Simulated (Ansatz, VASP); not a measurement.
TiB: VASP beside Ansatz

The input POSCAR:

```
TiB
1.0
    0.0000000000      2.1535250000      2.0484750000
    2.1535250000      0.0000000000      2.0484750000
    2.1535250000      2.1535250000      0.0000000000
Ti B
1 1
Direct
    0.7500000000      0.7500000000      0.7500000000
    0.0000000000      0.0000000000      0.0000000000
```

File INCAR.step1:

```
SYSTEM = TiB
ALGO = Normal
EDIFF = 1E-4
ENCUT = 520
GGA = PE
ISMEAR = 0
LASPH = .True.
LCHARG = .False.
LREAL = .False.
LWAVE = .True.
NBANDS = 14
NELM = 60
PREC = Accurate
SIGMA = 0.15
```

File INCAR.step2:

```
SYSTEM = TiB
ALGO = Normal
EDIFF = 1E-6
ENCUT = 520
ISIF = 2
ISMEAR = 0
ISTART = 1
LASPH = .True.
LCHARG = .False.
LMIXTAU = .True.
LREAL = .False.
LWAVE = .False.
METAGGA = R2SCAN
NBANDS = 14
NELM = 60
PREC = Accurate
SIGMA = 0.15
```

Contents of KPOINTS:

```
k-points
0
Gamma
  20 20 20
  0 0 0
```

Input for Ansatz:

```yaml
crystal:
  lattice:
    - [0.0, 2.153525, 2.048475]
    - [2.153525, 0.0, 2.048475]
    - [2.153525, 2.153525, 0.0]
  atoms:
    - { symbol: Ti, position: [0.75, 0.75, 0.75] }
    - { symbol: B, position: [0.0, 0.0, 0.0] }
basis:
  ecutwfc: 500
kpoints:
  mp_grid: { grid: [20, 20, 20] }
hamiltonian:
  xc: r2scan
scf:
  occupations: { method: gaussian, width: 0.15 }
output:
  forces: true
  stress: true
  eigenvalues: true
```

Change from the starting cell: strain +0.025 along x and y, -0.025 along z, atoms carried along.

Alike in both runs: task single point; functional r2SCAN; k mesh 20 × 20 × 20; occupations gaussian, width 0.15 eV; no spin polarisation.

```csv
,VASP,Ansatz
version,VASP 6.6.1,Ansatz 0.2.0
potentials or method,"VASP PAW PBE potentials, release 64 (Ti_sv, B), cutoff 520 eV","scalar-relativistic, plane waves, PAW"
valence electrons in the cell,15,15
```

VASP gave:

* gap on the k mesh at the Fermi level (eV): none
* pressure (GPa): 111.3
* traceless stress, the component that is largest in VASP (GPa): -8.51

**Question.** Estimate Ansatz's values.

**Answer.** gap on the k mesh at the Fermi level (eV): none; pressure (GPa): 110.4; traceless stress, the component that is largest in VASP (GPa): -8.49.

VASP's potentials were made for PBE, not for r2SCAN. A gap of «none» marks a metal or a gap that the smearing closes. Both programs put the cell under a high pressure, so it lies far from rest at this level.

Noted on VASP's run: the cell as given lies far from equilibrium.
